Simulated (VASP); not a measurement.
PbSe: single point with PBE

Crystal: PbSe.

```
Pb Se
1.0
     5.17414    0.00000    0.00000
    -2.58707    4.48094    0.00000
     0.00000    0.00000    6.21478
Pb Se
2 2
Cartesian
  0.0000 2.9873 -0.4033
  2.5871 1.4936 2.7041
  0.0000 2.9873 2.7339
  2.5871 1.4936 5.8412
```

```yaml
Program: VASP 6.6.1
Task: single point
Functional: PBE
Potentials_or_basis: VASP PAW PBE potentials, release 64 (Pb_d, Se)
Cutoff: 520 eV
k_mesh: 6 × 6 × 4
Occupations: gaussian, width 0.01 eV
Spin: no spin polarisation
```

```
Pressure               : 0.8 GPa
Largest force          : 0.008 eV/Å
Band gap on the k mesh : 1.17 eV
```

Forces in eV/Å, atoms in the order of the input:
```
Pb   0.000  0.000  0.008
Pb   0.000  0.000  0.008
Se   0.000  0.000 -0.008
Se   0.000  0.000 -0.008
```

Stress tensor (GPa, compression positive):
```
0.73 0.00 0.00
0.00 0.73 0.00
0.00 0.00 0.88
```

Levels at points of the mesh, in eV from the valence-band top:
```
           k point  band 16  band 17  band 18  band 19  band 20  band 21  band 22  band 23  band 24  band 25
(0.00, 0.00, 0.00)    -2.90    -2.90    -1.69    -1.69    -1.68     1.75     1.75     3.20     3.20     4.69
(0.50, 0.00, 0.00)    -3.53    -2.71    -2.09    -2.07    -0.63     2.65     3.23     4.04     4.15     5.06
(0.00, 0.00, 0.50)    -2.31    -2.31    -2.31    -1.29    -1.29     2.14     2.14     2.14     2.14     2.40
(0.50, 0.00, 0.50)    -2.88    -1.71    -1.71    -0.65    -0.65     1.40     1.40     2.96     2.96     4.22
```

Run time: 88 s on 1 thread of AMD EPYC 7R43 64-Core Processor (Zen 3), with other jobs on the host, peak memory 0.25 GiB.

Caveat: spin-orbit coupling is left out, which moves the levels of the heavy elements. A k mesh can miss the band edges.
